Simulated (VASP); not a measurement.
A run of VASP 6.6.1 is set up as follows.

INCAR

```
SYSTEM = HF
PREC = Accurate
ENCUT = 520
EDIFF = 1E-6
ISMEAR = -1
SIGMA = 0.02
LREAL = Auto
LASPH = .True.
NELM = 100
ALGO = Normal
ISIF = 2
LWAVE = .False.
LCHARG = .False.
GGA = PE
NBANDS = 56
```

The input KPOINTS:

```
Automatic mesh
0
Gamma
  1 1 1
  0 0 0
```

The input POSCAR:

```
HF
1.0
    7.6174120000      0.0000000000      0.0000000000
    0.0000000000      7.6174120000      0.0000000000
    0.0000000000      0.0000000000      7.6174120000
F H
10 10
Direct
    0.1555125591      0.1877318835      0.7344406918
    0.2795309974      0.2982591451      0.2572119408
    0.4527676604      0.6531153280      0.3398780432
    0.6133826027      0.5076485504      0.7185067729
    0.6128716436      0.6706547942      0.0285456830
    0.1090959760      0.7170972356      0.4360080256
    0.8296941887      0.0389377239      0.1042620617
    0.6952868476      0.9939091351      0.4195193556
    0.8501817412      0.0060645565      0.7166795307
    0.2434114559      0.4499536025      0.9418202784
    0.0512870157      0.1206208543      0.7177036404
    0.2609620341      0.3495940563      0.1461043626
    0.5010652682      0.6505375187      0.2240988320
    0.5694271301      0.5469356336      0.6096889634
    0.5974240243      0.6079515217     -0.0789593704
    0.2221332712      0.6978369336      0.3879508718
    0.7951820332     -0.0104718409     -0.0041510413
    0.7485504789      1.0041692059      0.3058587748
    0.7941038930     -0.0016324260      0.6028088788
    0.1980406788      0.3686231879      0.8571332043
```

Potentials or basis: VASP PAW PBE potentials, release 64 (F, H).

Command:

```console
$ cat potpaw_PBE.64/F/POTCAR potpaw_PBE.64/H/POTCAR > POTCAR
$ mpirun -np 1 vasp_gam > vasp.out
```

Question: What does it give for the largest force?

Answer: 0.502 eV/Å.

Question: Estimate the pressure.

Answer: -0.6 GPa.

Stress tensor (GPa, compression positive):
```
-0.48 -0.02  0.07
-0.02 -0.38 -0.03
 0.07 -0.03 -0.86
```

Caveat: the k points lie up to 0.82 Å⁻¹ apart, too coarse for converged energies, forces and pressures.
